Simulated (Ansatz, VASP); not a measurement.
Two plane-wave programs on KMgF3

```xyz
5
Lattice="3.9400 0.0000 0.0000 0.0000 3.9400 0.0000 0.0000 0.0000 3.9400" Properties=species:S:1:pos:R:3 pbc="T T T"
K     1.9700    1.9700    1.9700
Mg    0.0000    0.0000    0.0000
F     1.9700    0.0000    0.0000
F     0.0000    1.9700    0.0000
F     0.0000    0.0000    1.9700
```

Alike in both runs: task single point; functional r2SCAN; k mesh 6 × 6 × 6; no spin polarisation.

|  | VASP | Ansatz |
| --- | --- | --- |
| version | VASP 6.6.1 | Ansatz 0.2.0 |
| potentials or method | VASP PAW PBE potentials, release 64 (K_sv, Mg, F) | plane waves, PAW |
| plane-wave cutoff (eV) | 520 | 500 |
| occupations | gaussian, width 0.01 eV | fixed |
| valence electrons in the cell | 32 | 40 |

```csv
,VASP,Ansatz,Ansatz less VASP
gap on the k mesh at the Fermi level (eV),8.53,8.55,+0.020
pressure (GPa),2.0,2.6,+0.62
```

VASP's potentials were made for PBE, not for r2SCAN. VASP's potentials hold 32 valence electrons a cell and Ansatz's 40, so a difference there can come from the potentials and not from the codes.
